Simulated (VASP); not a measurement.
## GaN: single point with r2SCAN

The system is GaN.

```
Ga N
1.0
     3.22357    0.00000    0.00000
    -1.61178    2.79169    0.00000
     0.00000    0.00000    5.02730
Ga N
2 2
Direct
  0.33333 0.66667 0.00000
  0.66667 0.33333 0.50000
  0.33333 0.66667 0.37500
  0.66667 0.33333 0.87500
```

This cell differs from its parent crystal: ratio of the length along z to the lengths across it x 0.96, volume and fractional coordinates fixed.

| Quantity | Value |
| --- | --- |
| Program | VASP 6.6.1 |
| Task | single point |
| Functional | r2SCAN |
| Potentials or basis | VASP PAW PBE potentials, release 64 (Ga_d, N) |
| Cutoff | 520 eV |
| k mesh | 12 × 12 × 6 |
| Occupations | gaussian, width 0.05 eV |
| Spin | no spin polarisation |
| Dipole correction | no |
| Further INCAR settings | ALGO = Normal; EDIFF = 1e-06; NBANDS = 26 |

The pressure is 2.8 GPa and the largest force is 0.714 eV/Å. The band gap on the k mesh is 2.39 eV.

Forces on the atoms (eV/Å):
```
Ga   0.000  0.000 -0.714
Ga   0.000  0.000 -0.714
N    0.000  0.000  0.714
N    0.000  0.000  0.714
```

Stress tensor (GPa, compression positive):
```
-3.75  0.00  0.00
 0.00 -3.75  0.00
 0.00  0.00 15.93
```

Levels at points of the mesh, in eV from the valence-band top:
```tsv
k point	band 15	band 16	band 17	band 18	band 19	band 20	band 21	band 22
(0.00, 0.00, 0.00)	-1.31	-0.06	-0.06	0.00	2.39	4.43	10.22	10.22
(0.50, 0.00, 0.00)	-4.42	-3.05	-2.34	-0.97	5.28	6.16	6.81	9.45
(0.00, 0.00, 0.50)	-0.70	-0.70	-0.70	-0.70	4.62	4.62	9.46	9.46
(0.50, 0.00, 0.50)	-2.10	-2.10	-1.85	-1.85	4.95	4.95	8.58	8.58
```

It took 110 s on 1 thread of Intel(R) Xeon(R) 6975P-C (Granite Rapids) (shared host), peak memory 0.22 GiB.

Caveat: the stress differs along the axes, from -4 to 16 GPa; the PAW data sets were made with another functional, which shifts forces and pressure a little.
